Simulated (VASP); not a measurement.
A run of VASP 6.6.1 is set up as follows.

Contents of INCAR:

```
AGGAC = 1.0
AGGAX = 1.0
ALDAC = 0.0
ALDAX = 1.0
ALGO = Normal
EDIFF = 1E-6
ENCUT = 520
GGA = B5
ISIF = 2
ISMEAR = -1
IVDW = 13
LASPH = T
LCHARG = T
LELF = T
LREAL = F
LVHAR = T
LWAVE = F
NBANDS = 46
NELM = 60
PREC = Accurate
SIGMA = 0.05
VDW_A1 = 0.44488865
VDW_A2 = 4.0933009
VDW_S6 = 1.0
VDW_S8 = 2.34076671
```

File KPOINTS:

```
k-points
0
Gamma
  9 6 4
```

POSCAR

```
TiO2
1.0
    2.9782985215     -0.0000550380      0.0001089115
    0.0001214977      4.6888100080      0.0191484358
    1.4888401193      0.2701706244      7.1264773091
Ti O
3 6
Direct
    0.0030254041      0.0003763856      0.0007027934
    0.3451919155      0.4754281446      0.3174397337
    0.6620454903      0.5253240680      0.6839656965
    0.4399732228      0.1858843201      0.1282523847
    0.7774272655      0.2945162474      0.4533775593
    0.1012171411      0.3096985261      0.8058371930
    0.9063588463      0.6910539185      0.1955707235
    0.2300895247      0.7062370870      0.5480310488
    0.5675221799      0.8148683126      0.8731558571
```

Potentials or basis: VASP PAW PBE potentials, release 64 (Ti_sv, O).

The run is started by

```bash
$ cat potpaw_PBE.64/Ti_sv/POTCAR potpaw_PBE.64/O/POTCAR > POTCAR
$ mpirun -np 1 vasp_std > vasp.out
```

(1) Predict the dispersion energy per atom.

(2) Estimate the pressure.

(3) Predict the band gap on the k mesh.

## Answers

(1) -0.359 eV.

(2) 1.0 GPa.

(3) 2.18 eV (least direct gap 2.22 eV).

Caveat: the PAW data sets were made with another functional, which shifts forces and pressure a little.
